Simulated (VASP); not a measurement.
# SiO2 (P6_3/mmc) in VASP: a series of runs, part 2 of 2

VASP 6.6.1. The steps go on from the part before.

**3. Single point, PBE (volume scaled by 1.06, then relaxed in part)**

INCAR reads:

```
PREC     = Accurate       # precision mode
ENCUT    = 520            # plane-wave cutoff, eV
EDIFF    = 1E-6           # SCF threshold, eV
ISMEAR   = 0              # smearing method
SIGMA    = 0.02           # smearing width, eV
LREAL    = False          # projectors in reciprocal space
LASPH    = True           # aspherical terms in the spheres
NELM     = 60             # most SCF steps
ALGO     = Normal         # electronic algorithm
ISIF     = 2              # what is computed and relaxed
LWAVE    = False          # write WAVECAR
LCHARG   = True           # write CHGCAR
GGA      = PE             # functional
LELF     = True           # ELF
LVHAR    = True         
NBANDS   = 44             # bands
```

KPOINTS reads:

```
regular mesh
0
Gamma
  6 6 4
```

POSCAR reads:

```
SiO2
1.0
    5.3795110017      0.0000000000      0.0000000000
   -2.6897555009      4.6587931874      0.0000000000
    0.0000000000      0.0000000000      8.7806224599
Si O
4 8
Direct
    0.3333333333      0.6666666667      0.0624424152
    0.6666666667      0.3333333333      0.5624424152
    0.3333333333      0.6666666667      0.4375575848
    0.6666666667      0.3333333333      0.9375575848
    0.3333333333      0.6666666667      0.2500000000
    0.6666666667      0.3333333333      0.7500000000
    0.5000000000      0.0000000000      0.0000000000
    0.5000000000      0.5000000000      0.5000000000
    0.0000000000      0.5000000000      0.0000000000
    0.5000000000      0.0000000000      0.5000000000
    0.5000000000      0.5000000000      0.0000000000
    0.0000000000      0.5000000000      0.5000000000
```

Potentials or basis: VASP PAW PBE potentials, release 64 (Si, O).

Run with:

```console
> cat potpaw_PBE.64/Si/POTCAR potpaw_PBE.64/O/POTCAR > POTCAR
> mpirun -np 1 vasp_std > vasp.out
```

OUTCAR:

```text
PREC = Accurate
   ENCUT = 520
   EDIFF = 1E-6
   ISMEAR = 0
   LREAL = False
   LASPH = True
   NELM = 60
   ISIF = 2
   GGA = PE

 ion  position               nearest neighbor table
   1  0.333  0.667  0.062-   5 1.65   9 1.65   7 1.65  11 1.65
   2  0.667  0.333  0.562-   6 1.65  12 1.65  10 1.65   8 1.65
   3  0.333  0.667  0.438-   5 1.65  12 1.65  10 1.65   8 1.65
   4  0.667  0.333  0.938-   6 1.65   9 1.65   7 1.65  11 1.65
   5  0.333  0.667  0.250-   1 1.65   3 1.65
   6  0.667  0.333  0.750-   2 1.65   4 1.65
   7  0.500  0.000  0.000-   1 1.65   4 1.65
   8  0.500  0.500  0.500-   2 1.65   3 1.65
   9  0.000  0.500  0.000-   1 1.65   4 1.65
  10  0.500  0.000  0.500-   2 1.65   3 1.65
  11  0.500  0.500  0.000-   1 1.65   4 1.65
  12  0.000  0.500  0.500-   2 1.65   3 1.65

  LATTYP: Found a hexagonal cell.
 ALAT       =     5.3795110017
 C/A-ratio  =     1.6322343159

  Lattice vectors:

[... 206 lines left out ...]
      2     -19.9983      2.00000
      3     -19.1263      2.00000
      4     -18.5472      2.00000
      5     -18.5472      2.00000
      6     -18.5383      2.00000
[... 976 lines left out ...]
     43       9.3107      0.00000
     44       9.3119      0.00000

------------------------ aborting loop because EDIFF is reached ----------------------------------------

  FORCE on cell =-STRESS in cart. coord.  units (eV):
  Direction    XX          YY          ZZ          XY          YZ          ZX
  --------------------------------------------------------------------------------------
  -------------------------------------------------------------------------------------
  Total      -10.3346888    -10.3346888    -10.3233678      0.0000000      0.0000000      0.0000000
  in kB      -75.2430604    -75.2430604    -75.1606360      0.0000000      0.0000000      0.0000000
  external PRESSURE =     -75.2155856 kB  Pullay stress =       0.0000000 kB

 VOLUME and BASIS-vectors are now :
 -----------------------------------------------------------------------------
  energy-cutoff  :      520.00
  volume of cell :      220.06
      direct lattice vectors                 reciprocal lattice vectors
     5.379511002  0.000000000  0.000000000     0.185890502  0.107323931  0.000000000
    -2.689755501  4.658793187  0.000000000     0.000000000  0.214647863  0.000000000
     0.000000000  0.000000000  8.780622460     0.000000000  0.000000000  0.113887142

 POSITION                                       TOTAL-FORCE (eV/Angst)
 -----------------------------------------------------------------------------------
     -0.00000      3.10586      0.54828        -0.000000     -0.000000      0.001786
      2.68976      1.55293      4.93859         0.000000     -0.000000      0.001786
     -0.00000      3.10586      3.84203        -0.000000      0.000000     -0.001786
      2.68976      1.55293      8.23234        -0.000000      0.000000     -0.001786
     -0.00000      3.10586      2.19516         0.000000      0.000000     -0.000000
      2.68976      1.55293      6.58547        -0.000000     -0.000000     -0.000000
      2.68976      0.00000      0.00000         0.000000      0.000000     -0.000000
      1.34488      2.32940      4.39031         0.000000      0.000000     -0.000000
     -1.34488      2.32940      0.00000         0.000000      0.000000     -0.000000
      2.68976      0.00000      4.39031        -0.000000      0.000000     -0.000000
      1.34488      2.32940      0.00000         0.000000      0.000000     -0.000000
     -1.34488      2.32940      4.39031         0.000000      0.000000     -0.000000
 -----------------------------------------------------------------------------------
    total drift:                               -0.000001      0.000001     -0.000000

  FREE ENERGIE OF THE ION-ELECTRON SYSTEM (eV)
  ---------------------------------------------------
  free  energy   TOTEN  =       -94.5526118518 eV

  energy  without entropy=      -94.5526118518  energy(sigma->0) =      -94.55261185
```

OSZICAR:

```text
N       E                     dE             d eps       ncg     rms          rms(c)
DAV:   1     0.454060738150E+03    0.45406E+03   -0.31233E+04  1848   0.128E+03
DAV:   2    -0.636106172182E+02   -0.51767E+03   -0.49830E+03  2416   0.306E+02
DAV:   3    -0.106914503588E+03   -0.43304E+02   -0.43060E+02  2264   0.955E+01
DAV:   4    -0.107601090457E+03   -0.68659E+00   -0.68487E+00  2248   0.132E+01
DAV:   5    -0.107615047650E+03   -0.13957E-01   -0.13946E-01  2276   0.183E+00    0.277E+01
DAV:   6    -0.945514694299E+02    0.13064E+02   -0.53154E+01  2140   0.325E+01    0.126E+01
DAV:   7    -0.945743101467E+02   -0.22841E-01   -0.15057E+00  2208   0.494E+00    0.472E+00
DAV:   8    -0.945480743909E+02    0.26236E-01   -0.57382E-02  2280   0.152E+00    0.197E+00
DAV:   9    -0.945491501804E+02   -0.10758E-02   -0.43508E-02  2152   0.126E+00    0.385E-01
DAV:  10    -0.945531512141E+02   -0.40010E-02   -0.78749E-03  1968   0.386E-01    0.184E-01
DAV:  11    -0.945526645285E+02    0.48669E-03   -0.27955E-03  2040   0.262E-01    0.441E-02
DAV:  12    -0.945526268259E+02    0.37703E-04   -0.67843E-05  2080   0.464E-02    0.237E-02
DAV:  13    -0.945526116381E+02    0.15188E-04   -0.10284E-05  1832   0.157E-02    0.286E-03
DAV:  14    -0.945526118518E+02   -0.21375E-06   -0.70419E-07  1648   0.434E-03
   1 F= -.94552612E+02 E0= -.94552612E+02  d E =-.483703E-25
```

stdout:

```text
POSCAR found type information on POSCAR SiO
 POSCAR found :  2 types and      12 ions
 scaLAPACK will be used
 LDA part: xc-table for (Slater+PW92), standard interpolation
 POSCAR, INCAR and KPOINTS ok, starting setup
 FFT: planning ... GRIDC
 FFT: planning ... GRID_SOFT
 FFT: planning ... GRID
 WAVECAR not read
 entering main loop
```

Run time: 4.1 min. Hardware: 1 thread of Intel Xeon 6975P-C, shared host; peak memory 0.39 GiB.

What came out:

```
Free energy            : -94.5526 eV
Pressure               : -7.5 GPa
Band gap on the k mesh : 5.03 eV, direct
```
